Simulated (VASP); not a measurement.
# SnSe2 (P-3m1) in VASP: further runs, part 3 of 3

VASP 6.6.1. The steps go on from the part before.

## 4. Single point, PBEsol

This run uses another cell than the first one, of 25.46 Å³/atom, 1.012 times its volume.

Contents of INCAR:

```
SYSTEM = SnSe2
PREC = Accurate ; ENCUT = 520
EDIFF = 1E-6 ; ISMEAR = 0
SIGMA = 0.02 ; LREAL = .FALSE.
LASPH = .TRUE. ; NELM = 100
ALGO = Normal ; ISIF = 2
LWAVE = .FALSE. ; LCHARG = .FALSE.
GGA = PS ; NBANDS = 20
```

Contents of KPOINTS:

```
Automatic mesh
0
G
  12 12 6
  0 0 0
```

Contents of POSCAR:

```
SnSe2
1.0
    3.7410997642      0.0000000000      0.0000000000
   -1.8705498821      3.2398874339      0.0000000000
    0.0000000000      0.0000000000      6.3013676425
Sn Se
1 2
Direct
    0.0000000000      0.0000000000      0.0000000000
    0.6666666667      0.3333333333      0.7442224355
    0.3333333333      0.6666666667      0.2557775645
```

Potentials or basis: VASP PAW PBE potentials, release 64 (Sn_d, Se).

Launch:

```
> cat potpaw_PBE.64/Sn_d/POTCAR potpaw_PBE.64/Se/POTCAR > POTCAR
> mpirun -np 1 vasp_std > vasp.out
```

OUTCAR:

```text
SYSTEM = SnSe2
   PREC = Accurate
   ENCUT = 520
   EDIFF = 1E-6
   ISMEAR = 0
   LREAL = .FALSE.
   LASPH = .TRUE.
   NELM = 100
   ISIF = 2
   GGA = PS

 ion  position               nearest neighbor table
   1  0.000  0.000  0.000-   2 2.69   3 2.69   2 2.69   3 2.69   2 2.69   3 2.69
   2  0.667  0.333  0.744-   1 2.69   1 2.69   1 2.69
   3  0.333  0.667  0.256-   1 2.69   1 2.69   1 2.69

  LATTYP: Found a hexagonal cell.
 ALAT       =     3.7410997642
 C/A-ratio  =     1.6843623639

  Lattice vectors:

 A1 = (   3.7410997642,   0.0000000000,   0.0000000000)
 A2 = (  -1.8705498821,   3.2398874339,   0.0000000000)
 A3 = (   0.0000000000,   0.0000000000,   6.3013676425)

Analysis of symmetry for initial positions (statically):
=====================================================================
 Subroutine PRICEL returns:
 Original cell was already a primitive cell.

 Routine SETGRP: Setting up the symmetry group for a
 hexagonal supercell.

 Subroutine GETGRP returns: Found 12 space group operations
 (whereof 12 operations were pure point group operations)
 out of a pool of 24 trial point group operations.

The static configuration has the point symmetry D_3d.

Analysis of symmetry for dynamics (positions and initial velocities):
=====================================================================
 Subroutine PRICEL returns:
 Original cell was already a primitive cell.

 Routine SETGRP: Setting up the symmetry group for a
 hexagonal supercell.

 Subroutine GETGRP returns: Found 12 space group operations
 (whereof 12 operations were pure point group operations)
 out of a pool of 24 trial point group operations.

The dynamic configuration has the point symmetry D_3d.

 Subroutine INISYM returns: Found 12 space group operations
 (whereof 12 operations are pure point group operations),
 and found     1 'primitive' translations

----------------------------------------------------------------------------------------

                                     Primitive cell

  volume of cell :      76.3773

  direct lattice vectors                    reciprocal lattice vectors
     3.741099764  0.000000000  0.000000000     0.267301078  0.154326349  0.000000000
    -1.870549882  3.239887434  0.000000000     0.000000000  0.308652699  0.000000000
     0.000000000  0.000000000  6.301367642     0.000000000  0.000000000  0.158695708

  length of vectors
     3.741099764  3.741099764  6.301367642     0.308652699  0.308652699  0.158695708

  position of ions in fractional coordinates (direct lattice)
     0.000000000  0.000000000  0.000000000
     0.666666667  0.333333333  0.744222435
     0.333333333  0.666666667  0.255777565

  ion indices of the primitive-cell ions
   primitive index   ion index
                 1           1
                 2           2
                 3           3

----------------------------------------------------------------------------------------

 KPOINTS: Automatic mesh

Automatic generation of k-mesh.
 Grid dimensions read from file:
 generate k-points for:   12   12    6

 Generating k-lattice:

  Cartesian coordinates                     Fractional coordinates (reciprocal lattice)
     0.022275090  0.012860529  0.000000000     0.083333333  0.000000000  0.000000000
     0.000000000  0.025721058  0.000000000     0.000000000  0.083333333  0.000000000
     0.000000000  0.000000000  0.026449285     0.000000000  0.000000000  0.166666667

  Length of vectors
     0.025721058  0.025721058  0.026449285

  Shift w.r.t. Gamma in fractional coordinates (k-lattice)
     0.000000000  0.000000000  0.000000000

 Subroutine IBZKPT returns following result:
 ===========================================

 Found    100 irreducible k-points:

 Following reciprocal coordinates:
            Coordinates               Weight
  0.000000  0.000000  0.000000      1.000000
  0.083333 -0.000000  0.000000      6.000000
  0.166667  0.000000  0.000000      6.000000
  0.250000  0.000000  0.000000      6.000000
  0.333333  0.000000  0.000000      6.000000
  0.416667 -0.000000  0.000000      6.000000
[... 16 lines left out ...]
  0.166667  0.000000  0.166667      6.000000
  0.000000  0.166667  0.166667      6.000000
 [... further k-points ...]
   k-points           NKPTS =    100   k-points in BZ     NKDIM =    100   number of bands    NBANDS=     20
   number of dos      NEDOS =    301   number of ions     NIONS =      3
   total plane-waves  NPLWV =  37632
   dimension x,y,z NGX =    28 NGY =   28 NGZ =   48
   dimension x,y,z NGXF=    56 NGYF=   56 NGZF=   96
   ions per type =               1   2
   NGX,Y,Z   is equivalent  to a cutoff of  12.44, 12.44, 12.66 a.u.
   NGXF,Y,Z  is equivalent  to a cutoff of  24.89, 24.89, 25.33 a.u.
 SYSTEM =  SnSe2
   PREC   = accura    normal or accurate (medium, high low for compatibility)
   ISTART =      0    job   : 0-new  1-cont  2-samecut
   ICHARG =      2    charge: 1-file 2-atom 10-const
   ISPIN  =      1    spin polarized calculation?
   LNONCOLLINEAR =      F non collinear calculations
   LSORBIT =      F    spin-orbit coupling
   LASPH  =      T    aspherical Exc in radial PAW
   ENCUT  =  520.0 eV  38.22 Ry    6.18 a.u.   6.96  6.96 11.72*2*pi/ulx,y,z
   NELM   =    100;   NELMIN=  2; NELMDL= -5     # of ELM steps
   EDIFF  = 0.1E-05   stopping-criterion for ELM
   LREAL  =      F    real-space projection
   EDIFFG = 0.1E-04   stopping-criterion for IOM
   NSW    =      0    number of steps for IOM
   IBRION =     -1    ionic relax: 0-MD 1-quasi-New 2-CG
   NFREE  =      0    steps in history (QN), initial steepest desc. (CG)
   ISIF   =      2    stress and relaxation
   ISYM   =      2    0-nonsym 1-usesym 2-fastsym
   POTIM  = 0.5000    time-step for ionic-motion
   TEBEG  =    0.0;   TEEND  =   0.0 temperature during run
   PSTRESS=    0.0 pullay stress
   NELECT =      26.0000    total number of electrons
   NUPDOWN=      -1.0000    fix difference up-down
   EMIN   =  10.00;   EMAX   =-10.00  energy-range for DOS
   EFERMI =   0.00;   METHOD = LEGACY
   ISMEAR =     0;   SIGMA  =   0.02  broadening in eV -4-tet -1-fermi 0-gaus
   EFERMI_NEDOS =   21; number of points for ismear=-14 and -15
   IALGO  =     38    algorithm
   IMIX   =      4    mixing-type and parameters
     AMIX     =   0.40;   BMIX     =  1.00
     AMIX_MAG =   1.60;   BMIX_MAG =  1.00
  volume/ion in A,a.u.               =      25.46       171.81
  Fermi-wavevector in a.u.,A,eV,Ry     =   1.143083  2.160115 17.777913  1.306640
  Thomas-Fermi vector in A             =   2.279780
   LORBIT       =      0    0 simple, 1 ext, 2 COOP (PROOUT), +10 PAW based schemes
   GGA     = PS    functional components
   LHFCALC =     F    Hartree Fock is set to
   AEXX    =    0.0000 exact exchange contribution
   IVDW    =     0    specifies the selected vdW correction
   LEPSILON=     F    determine dielectric tensor
   LRPA    =     F    only Hartree local field effects (RPA)
 non-spin polarized calculation
 Gauss-broadening in eV      SIGMA  =   0.02
  energy-cutoff  :      520.00
  volume of cell :       76.38
 maximum number of plane-waves:      2072
   NGX = 13   NGY = 13   NGZ = 23

 number of electron      25.9999992 magnetization

 Free energy of the ion-electron system (eV)
  ---------------------------------------------------
  ext. energy  EPLUGINS =         0.00000000
  ---------------------------------------------------
  free energy    TOTEN  =       -12.95848525 eV

  energy without entropy =      -12.95848525  energy(sigma->0) =      -12.95848525

 E-fermi :   4.3571     XC(G=0):  -9.7154

 val. band max:        4.2667102745   @ k =   0.1667   0.0000   0.1667
 cond. band min:       4.7229172151   @ k =   0.5000   0.0000   0.3333
 fundamental gap:      0.4562069406
 Fermi energy:         4.3571402085

 k-point     1 :       0.0000    0.0000    0.0000
  band No.  band energies     occupation
      1     -16.9772      2.00000
      2     -16.9772      2.00000
      3     -16.9288      2.00000
      4     -16.9153      2.00000
      5     -16.9153      2.00000
      6      -9.8338      2.00000
[... 12 lines left out ...]
     19      13.2815      0.00000
     20      13.2818      0.00000

 k-point     2 :       0.0833   -0.0000    0.0000
  band No.  band energies     occupation
      1     -16.9803      2.00000
      2     -16.9737      2.00000
      3     -16.9265      2.00000
      4     -16.9179      2.00000
      5     -16.9153      2.00000
      6      -9.7608      2.00000
[... 498 lines left out ...]
 k-point    24 :       0.0000    0.1667    0.1667
  band No.  band energies     occupation
      1     -16.9898      2.00000
      2     -16.9648      2.00000
      3     -16.9257      2.00000
      4     -16.9183      2.00000
      5     -16.9147      2.00000
      6      -9.5078      2.00000
[... 12 lines left out ...]
     19      12.1388      0.00000
     20      13.3150      0.00000

 [... further k-points ...]
[... 5 lines left out ...]
  --------------------------------------------------------------------------------------
  -------------------------------------------------------------------------------------
  Total        1.2688008      1.2688008      0.0661497     -0.0000000      0.0000000     -0.0000000
  in kB       26.6158283     26.6158283      1.3876317     -0.0000000      0.0000000     -0.0000000
  external PRESSURE =      18.2064294 kB  Pullay stress =       0.0000000 kB

 VOLUME and BASIS-vectors are now :
 -----------------------------------------------------------------------------
  energy-cutoff  :      520.00
  volume of cell :       76.38
      direct lattice vectors                 reciprocal lattice vectors
     3.741099764  0.000000000  0.000000000     0.267301078  0.154326349  0.000000000
    -1.870549882  3.239887434  0.000000000     0.000000000  0.308652699  0.000000000
     0.000000000  0.000000000  6.301367642     0.000000000  0.000000000  0.158695708

 POSITION                                       TOTAL-FORCE (eV/Angst)
 -----------------------------------------------------------------------------------
      0.00000      0.00000      0.00000        -0.000000      0.000000      0.000000
      1.87055      1.07996      4.68962        -0.000000      0.000000     -0.020590
     -0.00000      2.15992      1.61175         0.000000      0.000000      0.020590
 -----------------------------------------------------------------------------------
    total drift:                                0.000000      0.000000      0.000000

  FREE ENERGIE OF THE ION-ELECTRON SYSTEM (eV)
  ---------------------------------------------------
  free  energy   TOTEN  =       -12.9584852546 eV

  energy  without entropy=      -12.9584852546  energy(sigma->0) =      -12.95848525
```

It took 54 s on 1 thread of Intel Xeon 6975P-C (Granite Rapids), shared host; peak memory 0.27 GiB.

Results:

| Property | Result |
| --- | --- |
| Free energy | -12.9585 eV |
| Pressure | 1.8 GPa |
| Largest force | 0.021 eV/Å |
| Band gap on the k mesh | 0.46 eV, indirect (least direct gap 1.07 eV) |

Forces on the atoms (eV/Å):
```
Sn   0.000  0.000  0.000
Se   0.000  0.000 -0.021
Se   0.000  0.000  0.021
```

Caveat: the PAW data sets were made with another functional, which shifts forces and pressure a little; spin-orbit coupling is left out, which moves the levels of the heavy elements; this functional lacks dispersion, which binds the layers, so the pressure and a relaxed spacing across them are unreliable.

## 5. Single point, PBEsol

This run uses another cell than the first one, of 25.89 Å³/atom, 1.029 times its volume.

Contents of INCAR:

```
SYSTEM = SnSe2
PREC = Accurate ; ENCUT = 520
EDIFF = 1E-7 ; ISMEAR = 0
SIGMA = 0.02 ; LREAL = .False.
LASPH = .True. ; NELM = 100
ALGO = Normal ; ISIF = 2
LWAVE = .False. ; LCHARG = .False.
GGA = PS ; NBANDS = 20
```

Contents of KPOINTS:

```
Automatic mesh
0
Gamma
  12 12 6
  0 0 0
```

Contents of POSCAR:

```
SnSe2
1.0
    3.8174487390      0.0000000000      0.0000000000
   -1.9087243695      3.3060075856      0.0000000000
    0.0000000000      0.0000000000      6.1546758475
Sn Se
1 2
Direct
    0.0000000000      0.0000000000      0.0000000000
    0.6666666667      0.3333333333      0.7421700594
    0.3333333333      0.6666666667      0.2578299406
```

Potentials or basis: VASP PAW PBE potentials, release 64 (Sn_d, Se).

Launch:

```
> cat potpaw_PBE.64/Sn_d/POTCAR potpaw_PBE.64/Se/POTCAR > POTCAR
> mpirun -np 1 vasp_std > vasp.out
```

OUTCAR:

```text
SYSTEM = SnSe2
   PREC = Accurate
   ENCUT = 520
   EDIFF = 1E-7
   ISMEAR = 0
   LREAL = .False.
   LASPH = .True.
   NELM = 100
   ISIF = 2
   GGA = PS

 ion  position               nearest neighbor table
   1  0.000  0.000  0.000-   2 2.72   3 2.72   3 2.72   2 2.72   2 2.72   3 2.72
   2  0.667  0.333  0.742-   1 2.72   1 2.72   1 2.72
   3  0.333  0.667  0.258-   1 2.72   1 2.72   1 2.72

  LATTYP: Found a hexagonal cell.
 ALAT       =     3.8174487390
 C/A-ratio  =     1.6122484592

  Lattice vectors:

 A1 = (   3.8174487390,   0.0000000000,   0.0000000000)
 A2 = (  -1.9087243695,   3.3060075856,   0.0000000000)
 A3 = (   0.0000000000,   0.0000000000,   6.1546758475)

Analysis of symmetry for initial positions (statically):
=====================================================================
 Subroutine PRICEL returns:
 Original cell was already a primitive cell.

 Routine SETGRP: Setting up the symmetry group for a
 hexagonal supercell.

 Subroutine GETGRP returns: Found 12 space group operations
 (whereof 12 operations were pure point group operations)
[... 158 lines left out ...]
 Free energy of the ion-electron system (eV)
  ---------------------------------------------------
  ext. energy  EPLUGINS =         0.00000000
  ---------------------------------------------------
  free energy    TOTEN  =       -12.98384772 eV

  energy without entropy =      -12.98384772  energy(sigma->0) =      -12.98384772

 E-fermi :   4.2144     XC(G=0):  -9.6542

 val. band max:        4.0536205582   @ k =   0.0833   0.0833   0.0000
 cond. band min:       4.5408933835   @ k =   0.0000   0.4167   0.3333
 fundamental gap:      0.4872728253
 Fermi energy:         4.2143539264

 k-point     1 :       0.0000    0.0000    0.0000
  band No.  band energies     occupation
      1     -17.1309      2.00000
      2     -17.1309      2.00000
      3     -17.0932      2.00000
      4     -17.0808      2.00000
      5     -17.0808      2.00000
      6      -9.8342      2.00000
[... 541 lines left out ...]
     19      11.8734      0.00000
     20      12.9131      0.00000

 [... further k-points ...]
[... 5 lines left out ...]
  --------------------------------------------------------------------------------------
  -------------------------------------------------------------------------------------
  Total        0.0515949      0.0515949      0.0510412      0.0000000      0.0000000      0.0000000
  in kB        1.0642299      1.0642299      1.0528082      0.0000000      0.0000000      0.0000000
  external PRESSURE =       1.0604227 kB  Pullay stress =       0.0000000 kB

 VOLUME and BASIS-vectors are now :
 -----------------------------------------------------------------------------
  energy-cutoff  :      520.00
  volume of cell :       77.68
      direct lattice vectors                 reciprocal lattice vectors
     3.817448739  0.000000000  0.000000000     0.261955056  0.151239822  0.000000000
    -1.908724370  3.306007586  0.000000000     0.000000000  0.302479645  0.000000000
     0.000000000  0.000000000  6.154675848     0.000000000  0.000000000  0.162478094

 POSITION                                       TOTAL-FORCE (eV/Angst)
 -----------------------------------------------------------------------------------
      0.00000      0.00000      0.00000        -0.000000      0.000000      0.000000
      1.90872      1.10200      4.56782        -0.000000      0.000000     -0.018161
     -0.00000      2.20401      1.58686         0.000000      0.000000      0.018161
 -----------------------------------------------------------------------------------
    total drift:                               -0.000000      0.000000      0.000000

  FREE ENERGIE OF THE ION-ELECTRON SYSTEM (eV)
  ---------------------------------------------------
  free  energy   TOTEN  =       -12.9838477178 eV

  energy  without entropy=      -12.9838477178  energy(sigma->0) =      -12.98384772
```

OSZICAR:

```text
N       E                     dE             d eps       ncg     rms          rms(c)
DAV:   1     0.205431616999E+03    0.20543E+03   -0.12108E+04  4064   0.149E+03
DAV:   2     0.107694002824E+02   -0.19466E+03   -0.18740E+03  4276   0.386E+02
DAV:   3    -0.123785582507E+02   -0.23148E+02   -0.22466E+02  4788   0.114E+02
DAV:   4    -0.132271342689E+02   -0.84858E+00   -0.84640E+00  4736   0.229E+01
DAV:   5    -0.132474113834E+02   -0.20277E-01   -0.20275E-01  5492   0.372E+00    0.493E+00
DAV:   6    -0.130112949302E+02    0.23612E+00   -0.45759E-01  5892   0.748E+00    0.312E+00
DAV:   7    -0.129857223389E+02    0.25573E-01   -0.13655E-01  4852   0.252E+00    0.899E-01
DAV:   8    -0.129838014618E+02    0.19209E-02   -0.10771E-02  5196   0.973E-01    0.256E-01
DAV:   9    -0.129838356764E+02   -0.34215E-04   -0.11368E-03  4584   0.249E-01    0.745E-02
DAV:  10    -0.129838356812E+02   -0.47298E-08   -0.92071E-05  4996   0.614E-02    0.282E-02
DAV:  11    -0.129838472923E+02   -0.11611E-04   -0.20153E-05  4500   0.251E-02    0.563E-03
DAV:  12    -0.129838474256E+02   -0.13325E-06   -0.11998E-06  5392   0.795E-03    0.455E-03
DAV:  13    -0.129838476923E+02   -0.26668E-06   -0.82956E-07  4432   0.556E-03    0.182E-03
DAV:  14    -0.129838477178E+02   -0.25548E-07   -0.32311E-08  3084   0.107E-03
   1 F= -.12983848E+02 E0= -.12983848E+02  d E =-.698013E-32
```

Run time: 64 s. Hardware: 1 thread of Intel Xeon 6975P-C (Granite Rapids), shared host; peak memory 0.28 GiB.

What came out:

```yaml
Free_energy: -12.9838 eV
Pressure: 0.1 GPa
Largest_force: 0.018 eV/Å
Band_gap_on_the_k_mesh: 0.49 eV, indirect (least direct gap 0.99 eV)
```

Forces on the atoms (eV/Å):
```
Sn   0.000  0.000  0.000
Se   0.000  0.000 -0.018
Se   0.000  0.000  0.018
```

Caveat: the PAW data sets were made with another functional, which shifts forces and pressure a little; spin-orbit coupling is left out, which moves the levels of the heavy elements; this functional lacks dispersion, which binds the layers, so the pressure and a relaxed spacing across them are unreliable. A k mesh can miss the band edges.

## 6. Single point, PBEsol

This run uses another cell than the first one, of 25.89 Å³/atom, 1.029 times its volume.

Contents of INCAR:

```
PREC = Accurate ; ENCUT = 520
EDIFF = 1E-7 ; ISMEAR = 0
SIGMA = 0.02 ; LREAL = F
LASPH = T ; NELM = 60
ALGO = Normal ; ISIF = 2
LWAVE = F ; LCHARG = F
GGA = PS ; NBANDS = 20
```

Contents of KPOINTS:

```
regular mesh
0
Gamma
  12 12 6
```

POSCAR is that of step 5.

Potentials or basis: VASP PAW PBE potentials, release 64 (Sn_d, Se).

Launch:

```
> cat potpaw_PBE.64/Sn_d/POTCAR potpaw_PBE.64/Se/POTCAR > POTCAR
> mpirun -np 1 vasp_std > vasp.out
```

Run time: 57 s. Hardware: 1 thread of Intel Xeon 6975P-C (Granite Rapids), shared host; peak memory 0.28 GiB.

It converged, with:

* Free energy: -12.9838 eV
* Pressure: 0.1 GPa
* Largest force: 0.018 eV/Å
* Band gap on the k mesh: 0.49 eV, indirect (least direct gap 0.99 eV)

Forces on the atoms (eV/Å):
```
Sn   0.000  0.000  0.000
Se   0.000  0.000 -0.018
Se   0.000  0.000  0.018
```

Levels at points of the mesh, in eV from the valence-band top:
```csv
k point,band 10,band 11,band 12,band 13,band 14,band 15,band 16,band 17
"(0.00, 0.00, 0.00)",-0.60,-0.36,-0.36,-0.14,0.85,2.94,4.56,4.56
"(0.50, 0.00, 0.00)",-3.07,-2.55,-1.46,-0.30,1.10,3.57,5.11,5.12
"(0.00, 0.00, 0.50)",-0.72,-0.72,-0.17,-0.17,2.43,2.83,4.26,4.26
"(0.50, 0.00, 0.50)",-2.33,-2.06,-0.95,-0.77,0.62,3.94,4.55,5.64
```

Caveat: the PAW data sets were made with another functional, which shifts forces and pressure a little; spin-orbit coupling is left out, which moves the levels of the heavy elements; this functional lacks dispersion, which binds the layers, so the pressure and a relaxed spacing across them are unreliable. A k mesh can miss the band edges.

## 7. Summary

| cell | gap on the mesh (eV) | pressure (GPa) | largest force (eV/Å) |
| --- | --- | --- | --- |
| a = 3.741, b = 3.741, c = 6.229 Å, angles 90.0, 90.0, 120.0°, 3 atoms | 0.47 | 2.2 | 0.07 |
| a = 3.741, b = 3.741, c = 6.301 Å, angles 90.0, 90.0, 120.0°, 3 atoms | 0.46 | 1.8 | 0.02 |
| a = 3.817, b = 3.817, c = 6.155 Å, angles 90.0, 90.0, 120.0°, 3 atoms | 0.49 | 0.1 | 0.02 |

Alike in all rows: task single point; level PBEsol; potentials or basis VASP PAW PBE potentials, release 64 (Sn_d, Se); no spin polarisation; k mesh 12 × 12 × 6; cutoff (eV) 520; smearing gaussian 0.02 eV.

Caveats: the PAW data sets were made with another functional, which shifts forces and pressure a little; spin-orbit coupling is left out, which moves the levels of the heavy elements; this functional lacks dispersion, which binds the layers, so the pressure and a relaxed spacing across them are unreliable.

Absolute energies hang on the potentials; compare differences alone.
